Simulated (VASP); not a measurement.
Wanted: the native input for a VASP 6.6.1 run.

```
Task                   : single point
Functional             : PBE
Potentials or basis    : VASP PAW PBE potentials, release 64 (Sc_sv, B, P)
Cutoff                 : 520 eV
k mesh                 : 6 × 6 × 2
Occupations            : gaussian, width 0.1 eV
Spin                   : collinear spin
Starting moments       : [1.0, 1.0, 0.0, 0.0, 0.0, 0.0] μB
Dipole correction      : no
Further INCAR settings : ALGO = Normal; EDIFF = 1e-06; NBANDS = 33
```

The structure of Sc2BP3 lies in POSCAR:

```
Sc2BP3
1.0
    4.2577950952      0.0000000000      0.0000000000
   -2.1288975476      3.6873587165      0.0000000000
    0.0000000000      0.0000000000      8.9467336909
Sc B P
2 1 3
Direct
    0.6666666667      0.3333333333      0.5000000000
    0.3333333333      0.6666666667      0.0000000000
    0.3333333333      0.6666666667      0.5000000000
    0.3333333333      0.6666666667      0.3047609964
    0.3333333333      0.6666666667      0.6952390036
    0.6666666667      0.3333333333      0.0000000000
```

The cell was generated, and may not be a known phase.

One way to write it, as run:

INCAR

```
PREC     = Accurate       # precision mode
ENCUT    = 520            # plane-wave cutoff, eV
EDIFF    = 1E-6           # SCF threshold, eV
ISMEAR   = 0              # smearing method
SIGMA    = 0.1            # smearing width, eV
LREAL    = False          # projectors in reciprocal space
LASPH    = True           # aspherical terms in the spheres
NELM     = 150            # most SCF steps
ALGO     = Normal         # electronic algorithm
ISIF     = 2              # what is computed and relaxed
LWAVE    = False          # write WAVECAR
LCHARG   = False          # write CHGCAR
ISPIN    = 2              # spin polarisation
MAGMOM   = 1 1 0 0 0 0    # initial moments
LORBIT   = 11             # projections on sites
LMAXMIX  = 4              # l up to which the mixer works
GGA      = PE             # functional
NBANDS   = 33             # bands
```

KPOINTS

```
regular mesh
0
Gamma
  6 6 2
```

Potentials or basis: VASP PAW PBE potentials, release 64 (Sc_sv, B, P).

Command:

```bash
$ cat potpaw_PBE.64/Sc_sv/POTCAR potpaw_PBE.64/B/POTCAR potpaw_PBE.64/P/POTCAR > POTCAR
$ mpirun -np 1 vasp_std > vasp.out
```

It gave:

```json
{"Pressure": "0.1 GPa", "Largest force": "0.036 eV/Å", "Net moment": "0.20 μB per cell", "Site moments": "Sc +0.10, +0.00; B +0.01; P +0.00, -0.00 (each value once) μB", "Valence electrons inside the program's atomic spheres": "Sc 9.24, 9.50; B 2.05; P 2.53, 2.59 (each value once)"}
```

Run time: 4.2 min on 1 thread of Oxide Virtual Turin-like Processor (shared host), peak memory 0.32 GiB.
